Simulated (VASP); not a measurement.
BC4, 5 atoms in the cell. The cell holds a sheet with vacuum, 5 atoms: a = 3.515 Å, b = 4.649 Å, c = 16.000 Å, α = 90.00°, β = 90.00°, γ = 90.00°. The cell was built from a structure type or drawn by symmetry, and may not be a known phase.

| Quantity | Value |
| --- | --- |
| Program | VASP 6.6.1 |
| Task | single point |
| Functional | PBE |
| Potentials or basis | VASP PAW PBE potentials, release 64 (B, C) |
| Cutoff | 520 eV |
| k mesh | 6 × 4 × 1 |
| Occupations | gaussian, width 0.1 eV |
| Spin | collinear spin |
| Starting moments | [0.0, 1.0, 1.0, 1.0, 1.0] μB |
| Dipole correction | yes |
| Further INCAR settings | ALGO = Normal; EDIFF = 1e-07; NBANDS = 22 |

Potentials or basis: VASP PAW PBE potentials, release 64 (B, C).

Launch:

```sh
$ cat potpaw_PBE.64/B/POTCAR potpaw_PBE.64/C/POTCAR > POTCAR
$ mpirun -np 1 vasp_std > vasp.out
```

Hardware: 1 thread of Intel(R) Xeon(R) Platinum 8488C (Sapphire Rapids), on a shared host.

**Question.** Estimate the wall time of this run.

**Answer.** Wall time 2.8 min on 1 thread of Intel(R) Xeon(R) Platinum 8488C (Sapphire Rapids), on a shared host, peak memory 0.46 GiB. Counts: scf iterations 31, k points 12.
